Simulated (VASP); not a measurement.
# BN (P6_3/mmc) in VASP: a series of runs, part 3 of 3

VASP 6.6.1. The steps go on from the part before.

## 5. Relaxation of cell and atoms, PBEsol, target pressure 15 GPa, at which the enthalpy is minimised

Input file INCAR:

```
ALGO = Normal
EDIFF = 1E-6
EDIFFG = -0.002
ENCUT = 600
GGA = PS
IBRION = 2
ISIF = 3
ISMEAR = 0
LASPH = True
LCHARG = False
LREAL = False
LWAVE = False
NELM = 80
NSW = 100
PREC = Accurate
PSTRESS = 150.0
SIGMA = 0.01
```

Input file KPOINTS:

```
k-points
0
Gamma
  10 10 4
```

Input file POSCAR:

```
BN
1.0
    2.5043523884      0.0000000000      0.0000000000
   -1.2521761942      2.1688327884      0.0000000000
    0.0000000000      0.0000000000      7.0159738244
B N
2 2
Direct
    0.3333333333      0.6666666667      0.2500000000
    0.6666666667      0.3333333333      0.7500000000
    0.3333333333      0.6666666667      0.7500000000
    0.6666666667      0.3333333333      0.2500000000
```

Potentials or basis: VASP PAW PBE potentials, release 64 (B, N).

The run is started by

```console
> cat potpaw_PBE.64/B/POTCAR potpaw_PBE.64/N/POTCAR > POTCAR
> mpirun -np 1 vasp_std > vasp.out
```

OUTCAR:

```text
EDIFF = 1E-6
   EDIFFG = -0.002
   ENCUT = 600
   GGA = PS
   IBRION = 2
   ISIF = 3
   ISMEAR = 0
   LASPH = True
   LREAL = False
   NELM = 80
   NSW = 100
   PREC = Accurate
   PSTRESS = 150.0

 ion  position               nearest neighbor table
   1  0.333  0.667  0.250-   4 1.45   4 1.45   4 1.45
   2  0.667  0.333  0.750-   3 1.45   3 1.45   3 1.45
   3  0.333  0.667  0.750-   2 1.45   2 1.45   2 1.45
   4  0.667  0.333  0.250-   1 1.45   1 1.45   1 1.45

  LATTYP: Found a hexagonal cell.
 ALAT       =     2.5043523884
 C/A-ratio  =     2.8015122220

  Lattice vectors:

 A1 = (   2.5043523884,   0.0000000000,   0.0000000000)
 A2 = (  -1.2521761942,   2.1688327884,   0.0000000000)
 A3 = (   0.0000000000,   0.0000000000,   7.0159738244)

Analysis of symmetry for initial positions (statically):
=====================================================================
 Subroutine PRICEL returns:
 Original cell was already a primitive cell.

 Routine SETGRP: Setting up the symmetry group for a
 hexagonal supercell.

 Subroutine GETGRP returns: Found 24 space group operations
 (whereof 12 operations were pure point group operations)
 out of a pool of 24 trial point group operations.

The static configuration has the point symmetry D_3d.
 The point group associated with its full space group is D_6h.
[... 166 lines left out ...]
  free energy    TOTEN  =       -36.57771840 eV

  energy without entropy =      -36.57771840  energy(sigma->0) =      -36.57771840

 E-fermi :   1.8564     XC(G=0):  -9.9297

 val. band max:        1.7610511259   @ k =   0.3000   0.3000   0.0000
 cond. band min:       6.0182318910   @ k =   0.5000   0.0000   0.0000
 fundamental gap:      4.2571807651
 Fermi energy:         1.8563906153

 k-point     1 :       0.0000    0.0000    0.0000
  band No.  band energies     occupation
      1     -15.9502      2.00000
      2     -15.7531      2.00000
      3      -4.3029      2.00000
      4      -2.6476      2.00000
      5       0.4526      2.00000
      6       0.4526      2.00000
      7       0.4737      2.00000
      8       0.4737      2.00000
      9       6.5271      0.00000
     10      11.2807      0.00000
     11      13.2814      0.00000
     12      13.2862      0.00000
[... 460 lines left out ...]
  energy  without entropy=      -36.4811671987  energy(sigma->0) =      -36.48116720

  enthalpy is  TOTEN    =       -33.1170737739 eV   P V=        3.3640934249

[... ionic steps 4 to 9 ...]

--------------------------------------- Ionic step       10  -------------------------------------------

 number of electron      15.9999999 magnetization

------------------------ aborting loop because EDIFF is reached ----------------------------------------
[... 75 lines left out ...]
--------------------------------------- Ionic step       12  -------------------------------------------

 number of electron      15.9999999 magnetization

 Free energy of the ion-electron system (eV)
  ---------------------------------------------------
  ext. energy  EPLUGINS =         0.00000000
  ---------------------------------------------------
  free energy    TOTEN  =       -36.32554154 eV

  energy without entropy =      -36.32554154  energy(sigma->0) =      -36.32554154

 E-fermi :   4.4019     XC(G=0): -11.6550

 val. band max:        4.3378531469   @ k =   0.3000   0.2000   0.0000
 cond. band min:       8.1832181880   @ k =   0.5000   0.0000   0.2500
 fundamental gap:      3.8453650411
 Fermi energy:         4.4018993592

 k-point     1 :       0.0000    0.0000    0.0000
  band No.  band energies     occupation
      1     -14.2568      2.00000
      2     -13.1071      2.00000
      3      -3.5000      2.00000
      4       1.5571      2.00000
      5       2.7668      2.00000
      6       2.7668      2.00000
      7       2.9861      2.00000
      8       2.9861      2.00000
      9      11.1321      0.00000
     10      15.6202      0.00000
     11      15.6202      0.00000
     12      16.1442      0.00000
[... 380 lines left out ...]
  energy  without entropy=      -36.3255415403  energy(sigma->0) =      -36.32554154

  enthalpy is  TOTEN    =       -33.6053606013 eV   P V=        2.7201809390

 reached required accuracy - stopping structural energy minimisation
```

OSZICAR:

```text
N       E                     dE             d eps       ncg     rms          rms(c)
DAV:   1     0.786221619200E+02    0.78622E+02   -0.88536E+03  1008   0.137E+03
DAV:   2    -0.349251593320E+02   -0.11355E+03   -0.10227E+03  1480   0.290E+02
DAV:   3    -0.400173579214E+02   -0.50922E+01   -0.50521E+01  1296   0.668E+01
DAV:   4    -0.400746981009E+02   -0.57340E-01   -0.57298E-01  1236   0.746E+00
[... 96 lines left out ...]
       N       E                     dE             d eps       ncg     rms          rms(c)
DAV:   1    -0.363255492145E+02    0.55393E-03   -0.29037E-04  1028   0.155E-01    0.134E-02
DAV:   2    -0.363255432509E+02    0.59636E-05   -0.84707E-06  1224   0.294E-02    0.620E-03
DAV:   3    -0.363255416568E+02    0.15941E-05   -0.36888E-06  1124   0.172E-02    0.208E-03
DAV:   4    -0.363255415403E+02    0.11654E-06   -0.31211E-07   548   0.580E-03
  12 F= -.33605361E+02 E0= -.33605361E+02  d E =-.128836E-03
```

CONTCAR:

```text
BN
   1.00000000000000
     2.4810260758967448    0.0000000000000000    0.0000000000000000
    -1.2405130379483724    2.1486316092081998    0.0000000000000000
     0.0000000000000000   -0.0000000000000000    5.4503429129694583
  B               N
     2     2
Direct
     0.3333333332999970    0.6666666667000030    0.2500000000000000
     0.6666666667000030    0.3333333332999970    0.7500000000000000
     0.3333333332999970    0.6666666667000030    0.7500000000000000
     0.6666666667000030    0.3333333332999970    0.2500000000000000

  0.00000000E+00  0.00000000E+00  0.00000000E+00
  0.00000000E+00  0.00000000E+00  0.00000000E+00
  0.00000000E+00  0.00000000E+00  0.00000000E+00
  0.00000000E+00  0.00000000E+00  0.00000000E+00
```

Run time: 99 s. Hardware: 1 thread of Intel Xeon 6975P-C, shared host; peak memory 0.17 GiB.

What came out:

| Item | Value |
| --- | --- |
| Free energy | -36.3255 eV |
| Relaxed volume | 7.26 Å³/atom |
| Relaxed cell | a = 2.481 Å, b = 2.481 Å, c = 5.450 Å, α = 90.00°, β = 90.00°, γ = 120.00° |
| Space group after relaxing (to 0.05 Å) | P6_3/mmc (No. 194) |
| Energy change on relaxing (the enthalpy is what falls) | +63.0 meV/atom |
| Ionic steps | 12 |
| Pressure after relaxing | 15.0 GPa |
| Band gap on the k mesh | 3.85 eV, indirect (least direct gap 4.27 eV) |

The path:
| step | energy change (eV) | largest force (eV/Å) | pressure (GPa) | volume (Å³) |
| --- | --- | --- | --- | --- |
| 1 | 0.0000 | 0.0000 | 0.12 | 38.11 |
| 2 | 0.4924 | 0.0000 | 37.60 | 33.43 |
| 3 | 0.0966 | 0.0000 | 14.93 | 35.93 |
| 4 | 0.0877 | 0.0000 | 14.83 | 34.14 |
| 5 | 0.2884 | 0.0000 | 18.92 | 28.71 |
| 6 | 0.2721 | 0.0000 | 18.62 | 28.88 |
| 7 | 0.2017 | 0.0000 | 3.15 | 30.03 |
| 8 | 0.2442 | 0.0000 | 14.86 | 29.14 |
| 9 | 0.2446 | 0.0000 | 14.91 | 29.14 |
| 10 | 0.2476 | 0.0000 | 14.97 | 29.10 |
| 11 | 0.2516 | 0.0000 | 15.02 | 29.06 |
| 12 | 0.2522 | 0.0000 | 15.00 | 29.05 |

Final structure:
```cif
data_structure
_symmetry_space_group_name_H-M 'P 1'
_symmetry_Int_Tables_number 1
_cell_length_a 2.4810
_cell_length_b 2.4810
_cell_length_c 5.4503
_cell_angle_alpha 90.000
_cell_angle_beta 90.000
_cell_angle_gamma 120.000
_cell_volume 29.05
loop_
_atom_site_label
_atom_site_type_symbol
_atom_site_fract_x
_atom_site_fract_y
_atom_site_fract_z
_atom_site_occupancy
B1 B 0.33333 0.66667 0.25000 1
B2 B 0.66667 0.33333 0.75000 1
N1 N 0.33333 0.66667 0.75000 1
N2 N 0.66667 0.33333 0.25000 1
```

Caveat: the cell is relaxed towards a set pressure, so the enthalpy falls and the energy may rise; the volume moved by over 15 % at a fixed basis, so the end points are rough; the PAW data sets were made with another functional, which shifts forces and pressure a little; this functional lacks dispersion, which binds the layers, so the pressure and a relaxed spacing across them are unreliable.

## 6. Summary

| cell | gap on the mesh (eV) | pressure (GPa) |
| --- | --- | --- |
| relaxed to 4 GPa | 4.01 | 4.0 |
| relaxed to 7 GPa | 4.03 | 7.0 |
| relaxed to 10 GPa | 3.98 | 10.0 |
| relaxed to 15 GPa | 3.85 | 15.0 |

Alike in all rows: task relaxation of cell and atoms; level PBEsol; potentials or basis VASP PAW PBE potentials, release 64 (B, N); no spin polarisation; k mesh 10 × 10 × 4; cutoff (eV) 600; smearing gaussian 0.01 eV.

Caveats: the cell is relaxed towards a set pressure, so the enthalpy falls and the energy may rise; the PAW data sets were made with another functional, which shifts forces and pressure a little; this functional lacks dispersion, which binds the layers, so the pressure and a relaxed spacing across them are unreliable; the volume moved by over 15 % at a fixed basis, so the end points are rough (some runs).

Absolute energies hang on the potentials; compare differences alone.
